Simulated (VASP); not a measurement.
# As (I4_1/amd) in VASP: a series of runs

The runs below take As through single point, relaxation of cell and atoms, with PBE.

Everything below comes from runs of VASP 6.6.1. Logs are shortened: lines on timing, memory, paths and dates and some standing lists are left out, and cuts for length are marked.

## (1) The cell of the first run

The structure is tetragonal, space group I4_1/amd (No. 141). The conventional cell has a = 5.392 Å, b = 5.392 Å, c = 2.846 Å, α = 90.00°, β = 90.00°, γ = 90.00°. Within 3.7 Å of As (site symmetry -4m2) lie 10 As at 2.79 to 3.44 Å.

## (2) Single point, PBE

Contents of INCAR:

```
  PREC = Accurate
  ENCUT = 520
  EDIFF = 1E-7
  ISMEAR = -1
  SIGMA = 0.1
  LREAL = F
  LASPH = T
  NELM = 60
  ALGO = Normal
  ISIF = 2
  LWAVE = F
  LCHARG = T
  GGA = PE
  LELF = T
  LVHAR = T
  NBANDS = 12
```

Contents of KPOINTS:

```
Automatic mesh
0
Gamma
  15 15 15
```

Contents of POSCAR:

```
As
1.0
   -2.6961929484      2.6961929484      1.4231796789
    2.6961929484     -2.6961929484      1.4231796789
    2.6961929484      2.6961929484     -1.4231796789
As
2
Direct
   -0.3750000000     -0.1250000000     -0.2500000000
    0.3750000000      0.1250000000      0.2500000000
```

Potentials or basis: VASP PAW PBE potentials, release 64 (As).

Run with:

```
> cat potpaw_PBE.64/As/POTCAR > POTCAR
> mpirun -np 1 vasp_std > vasp.out
```

OUTCAR:

```text
PREC = Accurate
   ENCUT = 520
   EDIFF = 1E-7
   ISMEAR = -1
   LREAL = F
   LASPH = T
   NELM = 60
   ISIF = 2
   GGA = PE

 ion  position               nearest neighbor table
   1  0.625  0.875  0.750-   2 2.79   2 2.79   2 2.79   2 2.79
   2  0.375  0.125  0.250-   1 2.79   1 2.79   1 2.79   1 2.79

  LATTYP: Found a body centered tetragonal cell.
 ALAT       =     5.3923858968
 C/A-ratio  =     0.5278478603

  Lattice vectors:

 A1 = (  -2.6961929484,   2.6961929484,   1.4231796789)
 A2 = (   2.6961929484,  -2.6961929484,   1.4231796789)
 A3 = (   2.6961929484,   2.6961929484,  -1.4231796789)

Analysis of symmetry for initial positions (statically):
=====================================================================
 Subroutine PRICEL returns:
 Original cell was already a primitive cell.

 Routine SETGRP: Setting up the symmetry group for a
 body centered tetragonal supercell.

 Subroutine GETGRP returns: Found 16 space group operations
 (whereof  4 operations were pure point group operations)
 out of a pool of 16 trial point group operations.

The static configuration has the point symmetry C_2h.
 The point group associated with its full space group is D_4h.

Analysis of symmetry for dynamics (positions and initial velocities):
=====================================================================
 Subroutine PRICEL returns:
 Original cell was already a primitive cell.

 Routine SETGRP: Setting up the symmetry group for a
 body centered tetragonal supercell.

 Subroutine GETGRP returns: Found 16 space group operations
 (whereof  4 operations were pure point group operations)
 out of a pool of 16 trial point group operations.

The dynamic configuration has the point symmetry C_2h.
 The point group associated with its full space group is D_4h.

 Subroutine INISYM returns: Found 16 space group operations
 (whereof  4 operations are pure point group operations),
 and found     1 'primitive' translations

----------------------------------------------------------------------------------------

                                     Primitive cell

  volume of cell :      41.3830

  direct lattice vectors                    reciprocal lattice vectors
    -2.696192948  2.696192948  1.423179679     0.000000000  0.185446669  0.351325983
     2.696192948 -2.696192948  1.423179679     0.185446669  0.000000000  0.351325983
     2.696192948  2.696192948 -1.423179679     0.185446669  0.185446669  0.000000000

  length of vectors
     4.069932828  4.069932828  4.069932828     0.397266174  0.397266174  0.262261194

  position of ions in fractional coordinates (direct lattice)
     0.625000000  0.875000000  0.750000000
     0.375000000  0.125000000  0.250000000

  ion indices of the primitive-cell ions
   primitive index   ion index
                 1           1
                 2           2

----------------------------------------------------------------------------------------

 KPOINTS: Automatic mesh

Automatic generation of k-mesh.
 Grid dimensions read from file:
 generate k-points for:   15   15   15

 Generating k-lattice:

  Cartesian coordinates                     Fractional coordinates (reciprocal lattice)
     0.000000000  0.012363111  0.023421732     0.066666667  0.000000000 -0.000000000
     0.012363111  0.000000000  0.023421732     0.000000000  0.066666667 -0.000000000
     0.012363111  0.012363111  0.000000000     0.000000000  0.000000000  0.066666667

  Length of vectors
     0.026484412  0.026484412  0.017484080

  Shift w.r.t. Gamma in fractional coordinates (k-lattice)
     0.000000000  0.000000000  0.000000000

 Subroutine IBZKPT returns following result:
 ===========================================

 Found    288 irreducible k-points:

 Following reciprocal coordinates:
            Coordinates               Weight
  0.000000  0.000000  0.000000      1.000000
  0.066667  0.000000  0.000000      8.000000
  0.133333  0.000000  0.000000      8.000000
  0.200000  0.000000  0.000000      8.000000
  0.266667  0.000000  0.000000      8.000000
  0.333333 -0.000000  0.000000      8.000000
[... 16 lines left out ...]
  0.133333  0.133333  0.000000      8.000000
  0.200000  0.133333  0.000000     16.000000
 [... further k-points ...]
   k-points           NKPTS =    288   k-points in BZ     NKDIM =    288   number of bands    NBANDS=     12
   number of dos      NEDOS =    301   number of ions     NIONS =      2
   total plane-waves  NPLWV =  27000
   dimension x,y,z NGX =    30 NGY =   30 NGZ =   30
   dimension x,y,z NGXF=    60 NGYF=   60 NGZF=   60
   ions per type =               2
   NGX,Y,Z   is equivalent  to a cutoff of  12.25, 12.25, 12.25 a.u.
   NGXF,Y,Z  is equivalent  to a cutoff of  24.51, 24.51, 24.51 a.u.
 SYSTEM =  unknown system
   PREC   = accura    normal or accurate (medium, high low for compatibility)
   ISTART =      0    job   : 0-new  1-cont  2-samecut
   ICHARG =      2    charge: 1-file 2-atom 10-const
   ISPIN  =      1    spin polarized calculation?
   LNONCOLLINEAR =      F non collinear calculations
   LSORBIT =      F    spin-orbit coupling
   LASPH  =      T    aspherical Exc in radial PAW
   ENCUT  =  520.0 eV  38.22 Ry    6.18 a.u.   7.57  7.57  7.57*2*pi/ulx,y,z
   NELM   =     60;   NELMIN=  2; NELMDL= -5     # of ELM steps
   EDIFF  = 0.1E-06   stopping-criterion for ELM
   LREAL  =      F    real-space projection
   EDIFFG = 0.1E-05   stopping-criterion for IOM
   NSW    =      0    number of steps for IOM
   IBRION =     -1    ionic relax: 0-MD 1-quasi-New 2-CG
   NFREE  =      0    steps in history (QN), initial steepest desc. (CG)
   ISIF   =      2    stress and relaxation
   ISYM   =      2    0-nonsym 1-usesym 2-fastsym
   POTIM  = 0.5000    time-step for ionic-motion
   TEBEG  =    0.0;   TEEND  =   0.0 temperature during run
   PSTRESS=    0.0 pullay stress
   NELECT =      10.0000    total number of electrons
   NUPDOWN=      -1.0000    fix difference up-down
   EMIN   =  10.00;   EMAX   =-10.00  energy-range for DOS
   EFERMI =   0.00;   METHOD = LEGACY
   ISMEAR =    -1;   SIGMA  =   0.10  broadening in eV -4-tet -1-fermi 0-gaus
   EFERMI_NEDOS =   21; number of points for ismear=-14 and -15
   IALGO  =     38    algorithm
   IMIX   =      4    mixing-type and parameters
     AMIX     =   0.40;   BMIX     =  1.00
     AMIX_MAG =   1.60;   BMIX_MAG =  1.00
  volume/ion in A,a.u.               =      20.69       139.63
  Fermi-wavevector in a.u.,A,eV,Ry     =   1.019689  1.926932 14.146863  1.039765
  Thomas-Fermi vector in A             =   2.153217
   LORBIT       =      0    0 simple, 1 ext, 2 COOP (PROOUT), +10 PAW based schemes
   GGA     = PE    functional components
   LHFCALC =     F    Hartree Fock is set to
   AEXX    =    0.0000 exact exchange contribution
   IVDW    =     0    specifies the selected vdW correction
   LEPSILON=     F    determine dielectric tensor
   LRPA    =     F    only Hartree local field effects (RPA)
 non-spin polarized calculation
  energy-cutoff  :      520.00
  volume of cell :       41.38
 maximum number of plane-waves:      1131
   NGX = 15   NGY = 15   NGZ = 15

 number of electron      10.0000002 magnetization

 Free energy of the ion-electron system (eV)
  ---------------------------------------------------
  ext. energy  EPLUGINS =         0.00000000
  ---------------------------------------------------
  free energy    TOTEN  =        -8.89924234 eV

  energy without entropy =       -8.87020245  energy(sigma->0) =       -8.88472239

 E-fermi :   5.5615     XC(G=0): -10.3024

 val. band max:        5.5515677752   @ k =  -0.1333   0.3333   0.1333
 cond. band min:       5.5622881961   @ k =  -0.2667  -0.4000   0.2000
 fundamental gap:      0.0107204209
 Fermi energy:         5.5615033911

 k-point     1 :       0.0000    0.0000    0.0000
  band No.  band energies     occupation
      1      -9.0067      2.00000
      2      -2.7081      2.00000
      3       1.7171      2.00000
      4       1.7171      2.00000
      5       8.3606      0.00000
      6       9.5992      0.00000
      7       9.5992      0.00000
      8      10.4713      0.00000
      9      10.6005      0.00000
     10      14.7543      0.00000
     11      15.6327      0.00000
     12      16.7379      0.00000

 k-point     2 :       0.0667    0.0000    0.0000
  band No.  band energies     occupation
      1      -8.9112      2.00000
      2      -2.7227      2.00000
      3       1.7324      2.00000
      4       1.9042      2.00000
      5       8.5313      0.00000
      6       9.2240      0.00000
      7       9.6142      0.00000
      8       9.8615      0.00000
      9       9.8975      0.00000
     10      14.8822      0.00000
     11      15.8337      0.00000
     12      17.3618      0.00000

 k-point     3 :       0.1333    0.0000    0.0000
  band No.  band energies     occupation
      1      -8.6258      2.00000
      2      -2.7445      2.00000
      3       1.7865      2.00000
      4       2.4311      2.00000
      5       7.8775      0.00000
      6       8.3519      0.00000
      7       9.0120      0.00000
      8       9.0788      0.00000
      9       9.6353      0.00000
     10      14.8676      0.00000
     11      15.7018      0.00000
     12      15.7023      0.00000

 k-point     4 :       0.2000    0.0000    0.0000
  band No.  band energies     occupation
      1      -8.1555      2.00000
      2      -2.7326      2.00000
      3       1.8963      2.00000
      4       3.2018      2.00000
      5       6.0218      0.01985
      6       6.7736      0.00001
      7       8.4144      0.00000
      8       9.3159      0.00000
      9       9.9833      0.00000
     10      13.8767      0.00000
     11      14.5647      0.00000
     12      16.0089      0.00000

 k-point     5 :       0.2667    0.0000    0.0000
  band No.  band energies     occupation
      1      -7.5111      2.00000
      2      -2.6689      2.00000
      3       2.0741      2.00000
      4       3.8210      2.00000
      5       4.3090      1.99999
      6       5.4797      1.38774
      7       7.8647      0.00000
      8       8.8865      0.00000
      9      11.0287      0.00000
     10      12.9421      0.00000
     11      14.1161      0.00000
     12      16.6309      0.00000
[... 228 lines left out ...]
      1      -8.8299      2.00000
      2      -3.0143      2.00000
      3       1.7064      2.00000
      4       2.1992      2.00000
      5       8.5429      0.00000
      6       8.8928      0.00000
      7       9.3529      0.00000
      8       9.8230      0.00000
      9      10.0309      0.00000
     10      15.2277      0.00000
     11      16.0697      0.00000
     12      17.2242      0.00000

 k-point    22 :      -0.0667    0.0667    0.0000
  band No.  band energies     occupation
      1      -8.9660      2.00000
      2      -2.8665      2.00000
      3       1.7618      2.00000
      4       1.8151      2.00000
      5       8.5470      0.00000
      6       9.2367      0.00000
      7       9.3862      0.00000
      8      10.5829      0.00000
      9      10.5909      0.00000
     10      15.0132      0.00000
     11      15.7859      0.00000
     12      16.6237      0.00000

 k-point    23 :       0.1333    0.1333    0.0000
  band No.  band energies     occupation
      1      -7.6676      2.00000
      2      -2.3250      2.00000
      3       2.7407      2.00000
      4       3.0057      2.00000
      5       4.8282      1.99869
      6       4.8830      1.99774
      7       8.7112      0.00000
      8       8.7289      0.00000
      9      10.3422      0.00000
     10      13.0246      0.00000
     11      13.2456      0.00000
     12      17.4473      0.00000

 k-point    24 :       0.2000    0.1333    0.0000
  band No.  band energies     occupation
      1      -6.9417      2.00000
      2      -2.1946      2.00000
      3       2.5492      2.00000
      4       3.2333      2.00000
      5       3.5324      2.00000
      6       4.2292      2.00000
      7       8.2378      0.00000
      8       8.2637      0.00000
      9      11.3014      0.00000
     10      12.5014      0.00000
     11      13.0983      0.00000
     12      18.2986      0.00000

 [... further k-points ...]
[... 5 lines left out ...]
  --------------------------------------------------------------------------------------
  -------------------------------------------------------------------------------------
  Total       -0.3582436     -0.3582436     -0.3654714      0.0000000      0.0000000      0.0000000
  in kB      -13.8697080    -13.8697080    -14.1495410      0.0000000      0.0000000      0.0000000
  external PRESSURE =     -13.9629856 kB  Pullay stress =       0.0000000 kB

 VOLUME and BASIS-vectors are now :
 -----------------------------------------------------------------------------
  energy-cutoff  :      520.00
  volume of cell :       41.38
      direct lattice vectors                 reciprocal lattice vectors
    -2.696192948  2.696192948  1.423179679     0.000000000  0.185446669  0.351325983
     2.696192948 -2.696192948  1.423179679     0.185446669  0.000000000  0.351325983
     2.696192948  2.696192948 -1.423179679     0.185446669  0.185446669  0.000000000

 POSITION                                       TOTAL-FORCE (eV/Angst)
 -----------------------------------------------------------------------------------
      2.69619      1.34810      1.06738         0.000000     -0.000000      0.000000
      0.00000      1.34810      0.35579        -0.000000      0.000000     -0.000000
 -----------------------------------------------------------------------------------
    total drift:                                0.000000     -0.000000      0.000000

  FREE ENERGIE OF THE ION-ELECTRON SYSTEM (eV)
  ---------------------------------------------------
  free  energy   TOTEN  =        -8.8992423363 eV

  energy  without entropy=       -8.8702024499  energy(sigma->0) =       -8.88472239
```

It took 3.6 min on 1 thread of Intel Xeon 8259CL, shared host; peak memory 0.26 GiB.

Results:

| Property | Result |
| --- | --- |
| Free energy | -8.8992 eV |
| Pressure | -1.4 GPa |
| Band gap on the k mesh | zero (bands 5 and 6 overlap by 6.42 eV) |

(Part 1 of 2 ends here.)
